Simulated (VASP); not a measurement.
A run of VASP 6.6.1:

The input INCAR:

```
SYSTEM = RbCl
PREC = Accurate ; ENCUT = 500
EDIFF = 1E-6 ; ISMEAR = 0
SIGMA = 0.02 ; LREAL = .FALSE.
LASPH = .TRUE. ; NELM = 120
ALGO = Normal ; ISIF = 2
LWAVE = .FALSE. ; LCHARG = .FALSE.
GGA = PE ; NBANDS = 15
GGA_COMPAT = .FALSE.
```

KPOINTS

```
regular mesh
0
G
  6 6 6
  0 0 0
```

Contents of POSCAR:

```
RbCl
1.0
    0.0000000000      3.3486178269      3.3486178269
    3.3486178269      0.0000000000      3.3486178269
    3.3486178269      3.3486178269      0.0000000000
Rb Cl
1 1
Direct
    0.0000000000      0.0000000000      0.0000000000
    0.5000000000      0.5000000000      0.5000000000
```

Potentials or basis: VASP PAW PBE potentials, release 64 (Rb_sv, Cl).

Run with:

```bash
$ cat potpaw_PBE.64/Rb_sv/POTCAR potpaw_PBE.64/Cl/POTCAR > POTCAR
$ mpirun -np 1 vasp_std > vasp.out
```

Hardware: 1 thread of Intel Xeon 8259CL (shared host).

Q: Estimate the wall time of this run.

A: It took 18 s on 1 thread of Intel Xeon 8259CL, on a shared host, peak memory 0.2 GiB. Counts: scf iterations 13, k points 16.
